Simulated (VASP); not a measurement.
Here is a VASP 6.6.1 calculation.

File POSCAR:

```
Li
1.0
    0.0000000000      2.9689105632      2.9689105632
    2.9689105632      0.0000000000      2.9689105632
    2.9689105632      2.9689105632      0.0000000000
Li
2
Direct
    0.1250000000      0.1250000000      0.1250000000
    0.8750000000      0.8750000000      0.8750000000
```

INCAR.step1

```
PREC = Accurate
ENCUT = 520
ISMEAR = -1
SIGMA = 0.1
LREAL = False
LASPH = True
NELM = 60
NBANDS = 10
GGA = PE
ALGO = Normal
EDIFF = 1E-4
LWAVE = True
LCHARG = False
```

Contents of INCAR.step2:

```
PREC = Accurate
ENCUT = 520
EDIFF = 1E-7
ISMEAR = -1
SIGMA = 0.1
LREAL = False
LASPH = True
NELM = 60
ALGO = Normal
ISIF = 2
LWAVE = False
LCHARG = False
METAGGA = R2SCAN
LMIXTAU = True
NBANDS = 10
ISTART = 1
```

The input KPOINTS:

```
Automatic mesh
0
Gamma
  5 5 5
```

Potentials or basis: VASP PAW PBE potentials, release 64 (Li_sv).

Command:

```sh
$ cat potpaw_PBE.64/Li_sv/POTCAR > POTCAR
$ cp INCAR.step1 INCAR
$ mpirun -np 1 vasp_std > vasp.out
$ cp INCAR.step2 INCAR
$ mpirun -np 1 vasp_std > vasp.out
```

Estimate the band gap on the k mesh.

zero (bands 3 and 4 overlap by 0.04 eV).

Caveat: the k points lie up to 0.37 Å⁻¹ apart.
